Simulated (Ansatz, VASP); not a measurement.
# One calculation of AlB3As4, two programs

INCAR

```
SYSTEM = AlB3As4
PREC = Accurate ; ENCUT = 520
EDIFF = 1E-7 ; ISMEAR = -1
SIGMA = 0.02 ; LREAL = .False.
LASPH = .True. ; NELM = 100
ALGO = Normal ; ISIF = 2
LWAVE = .False. ; LCHARG = .False.
GGA = PE ; NBANDS = 26
```

Contents of KPOINTS:

```
Automatic mesh
0
Gamma
  8 4 6
  0 0 0
```

The input POSCAR:

```
AlB3As4
1.0
    3.5156590556      0.0000000000      0.0000000000
    0.0000000000      7.1279379364      0.0000000000
    0.0000000000      0.0000000000      5.0519029076
B As Al
3 4 1
Direct
    0.0000000000      0.7670628081     -0.0005657674
    0.5000000000      0.0000000000      0.4929822230
    0.0000000000      0.2329371919     -0.0005657674
    0.5000000000      0.7759039119      0.2328228273
    0.0000000000      0.0000000000      0.7323988916
    0.5000000000      0.2240960881      0.2328228273
    0.0000000000      0.5000000000      0.8088691387
    0.5000000000      0.5000000000      0.5012356270
```

Input for Ansatz:

```yaml
crystal:
  lattice:
    - [3.5156590556, 0.0, 0.0]
    - [0.0, 7.1279379364, 0.0]
    - [0.0, 0.0, 5.0519029076]
  atoms:
    - { symbol: B, position: [0.0, 0.7670628081, -0.0005657674] }
    - { symbol: As, position: [0.5, 0.7759039119, 0.2328228273] }
    - { symbol: B, position: [0.5, 0.0, 0.492982223] }
    - { symbol: As, position: [0.0, 0.0, 0.7323988916] }
    - { symbol: B, position: [0.0, 0.2329371919, -0.0005657674] }
    - { symbol: As, position: [0.5, 0.2240960881, 0.2328228273] }
    - { symbol: Al, position: [0.5, 0.5, 0.501235627] }
    - { symbol: As, position: [0.0, 0.5, 0.8088691387] }
kpoints:
  mp_grid: { grid: [8, 4, 6] }
  band_path:
    path:
      - [[0.0, 0.0, 0.0], [0.5, 0.0, 0.0], [0.5, 0.5, 0.0], [0.0, 0.5, 0.0], [0.0, 0.0, 0.0], [0.0, 0.0, 0.5], [0.5, 0.0, 0.5], [0.5, 0.5, 0.5], [0.0, 0.5, 0.5], [0.0, 0.0, 0.5]]
      - [[0.5, 0.0, 0.0], [0.5, 0.0, 0.5]]
      - [[0.0, 0.5, 0.0], [0.0, 0.5, 0.5]]
      - [[0.5, 0.5, 0.0], [0.5, 0.5, 0.5]]
    npoints: 10
hamiltonian:
  xc: pbe
scf:
  occupations: { method: fermi_dirac, width: 0.02 }
  n_extra_bands: 6
output:
  forces: true
  stress: true
  eigenvalues: true
```

Alike in both runs: task single point; functional PBE; k mesh 8 × 4 × 6; occupations fermi-dirac, width 0.02 eV; no spin polarisation.

|  | VASP | Ansatz |
| --- | --- | --- |
| version | VASP 6.6.1 | Ansatz 0.2.0 |
| potentials or method | VASP PAW PBE potentials, release 64 (B, As, Al) | plane waves, PAW |
| plane-wave cutoff (eV) | 520 | 420 |
| valence electrons in the cell | 32 | 72 |

Ansatz gave:

* pressure (GPa): 1.9
* rms of the force components (eV/Å): 0.054

**Question.** What did VASP give for the same quantities?

**Answer.** Pressure (GPa): 2.3; rms of the force components (eV/Å): 0.053.

VASP's potentials hold 32 valence electrons a cell and Ansatz's 72, so a difference there can come from the potentials and not from the codes.
